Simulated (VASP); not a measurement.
The system is Nb.

```
Nb
1.0
    -1.65113    1.65113    1.65113
     1.65113   -1.65113    1.65113
     1.65113    1.65113   -1.65113
Nb
1
Direct
  0.00000 0.00000 0.00000
```

Base run:

| Property | Result |
| --- | --- |
| Program | VASP 6.6.1 |
| Functional | r2SCAN |
| Potentials or basis | VASP PAW PBE potentials, release 64 (Nb_sv) |
| Cutoff | 520 eV |
| k mesh | 13 × 13 × 13 |
| Occupations | methfessel-paxton, width 0.01 eV |
| Spin | no spin polarisation |

Its results: band gap on the k mesh zero (an odd number of electrons rules out a gap without spin polarisation); pressure -0.7 GPa.

Q: The run is repeated on the same cell with these changes: occupations from methfessel-paxton, width 0.01 eV to gaussian, width 1 eV. What comes out?

A: Band gap on the k mesh zero (an odd number of electrons rules out a gap without spin polarisation); pressure 2.8 GPa.

Caveats: the PAW data sets were made with another functional, which shifts forces and pressure a little; so wide a smearing shifts energies and pressures (at least some runs).
